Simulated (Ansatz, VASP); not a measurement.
**Al3Cu in VASP and in Ansatz**

POSCAR

```
Al3Cu
1.0
    2.7784054294      0.0000000000      0.0000000000
    0.0000000000      2.7784054294      0.0000000000
    0.0000000000      0.0000000000      7.5134034100
Al Cu
3 1
Direct
    0.0000000000      0.0000000000      0.5000000000
    0.5000000000      0.5000000000      0.2261155100
    0.5000000000      0.5000000000      0.7738844900
    0.0000000000      0.0000000000      0.0000000000
```

The input INCAR.step1:

```
SYSTEM = Al3Cu
PREC = Accurate
ENCUT = 520
ISMEAR = 0
SIGMA = 0.05
LREAL = .False.
LASPH = .True.
NELM = 100
NBANDS = 18
GGA = PE
ALGO = Normal
EDIFF = 1E-4
LWAVE = .True.
LCHARG = .False.
```

File INCAR.step2:

```
SYSTEM = Al3Cu
PREC = Accurate
ENCUT = 520
EDIFF = 1E-7
ISMEAR = 0
SIGMA = 0.05
LREAL = .False.
LASPH = .True.
NELM = 100
ALGO = Normal
ISIF = 2
LWAVE = .False.
LCHARG = .True.
METAGGA = R2SCAN
LMIXTAU = .True.
LELF = .True.
LVHAR = .True.
NBANDS = 18
ISTART = 1
```

Contents of KPOINTS:

```
regular mesh
0
Gamma
  8 8 3
  0 0 0
```

Input for Ansatz:

```yaml
crystal:
  lattice:
    - [2.7784054294, 0.0, 0.0]
    - [0.0, 2.7784054294, 0.0]
    - [0.0, 0.0, 7.51340341]
  atoms:
    - { symbol: Al, position: [0.0, 0.0, 0.5] }
    - { symbol: Al, position: [0.5, 0.5, 0.22611551] }
    - { symbol: Al, position: [0.5, 0.5, 0.77388449] }
    - { symbol: Cu, position: [0.0, 0.0, 0.0] }
basis:
  ecutwfc: 500
kpoints:
  mp_grid: { grid: [8, 8, 3] }
hamiltonian:
  xc: r2scan
scf:
  occupations: { method: gaussian, width: 0.05 }
output:
  forces: true
  stress: true
  eigenvalues: true
```

Alike in both runs: task single point; functional r2SCAN; k mesh 8 × 8 × 3; occupations gaussian, width 0.05 eV; no spin polarisation.

|  | VASP | Ansatz |
| --- | --- | --- |
| version | VASP 6.6.1 | Ansatz 0.2.0 |
| potentials or method | VASP PAW PBE potentials, release 64 (Al, Cu), cutoff 520 eV | scalar-relativistic, plane waves, PAW |
| valence electrons in the cell | 20 | 28 |

```tsv
	VASP	Ansatz	Ansatz less VASP
gap on the k mesh at the Fermi level (eV)	none	none	-
pressure (GPa)	0.4	0.6	+0.18
traceless stress, the component that is largest in VASP (GPa)	0.19	0.34	+0.146
rms of the force components (eV/Å)	0.065	0.075	+0.0095
```

VASP's potentials were made for PBE, not for r2SCAN. Atom by atom the forces differ by 0.010 eV/Å (rms over components). A gap of «none» marks a metal or a gap that the smearing closes. The functional is the same, so the differences come from potentials, cutoffs and numerics. VASP's potentials hold 20 valence electrons a cell and Ansatz's 28, so a difference there can come from the potentials and not from the codes.
